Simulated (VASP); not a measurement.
Crystal: HfNbSe4.

```
CELL_PARAMETERS angstrom
0.00000 4.26432 4.26432
4.26432 0.00000 4.26432
4.26432 4.26432 0.00000
ATOMIC_POSITIONS crystal
Hf 0.75000 0.75000 0.75000
Nb 0.00000 0.00000 0.00000
Se 0.87407 0.37531 0.37531
Se 0.37531 0.37531 0.37531
Se 0.37531 0.87407 0.37531
Se 0.37531 0.37531 0.87407
```

Base run:

* Program: VASP 6.6.1
* Functional: PBE
* Potentials or basis: VASP PAW PBE potentials, release 64 (Hf_pv, Nb_sv, Se)
* Cutoff: 520 eV
* k mesh: 4 × 4 × 4
* Occupations: gaussian, width 0.1 eV
* Spin: collinear spin, ferromagnetic start
* Starting moments: [0.5, 2.48, 0.02, 0.02, 0.02, 0.02] μB

Its results: pressure -10.5 GPa; largest force 0.016 eV/Å.

**Question.** The run is repeated on the same cell with these changes: spin from collinear spin, ferromagnetic start to no spin polarisation; further incar settings from ALGO = Normal; EDIFF = 1e-06; NBANDS = 36 to ALGO = Normal; EDIFF = 1e-07; NBANDS = 32. What comes out?

**Answer.** Pressure -12.2 GPa; largest force 0.045 eV/Å.
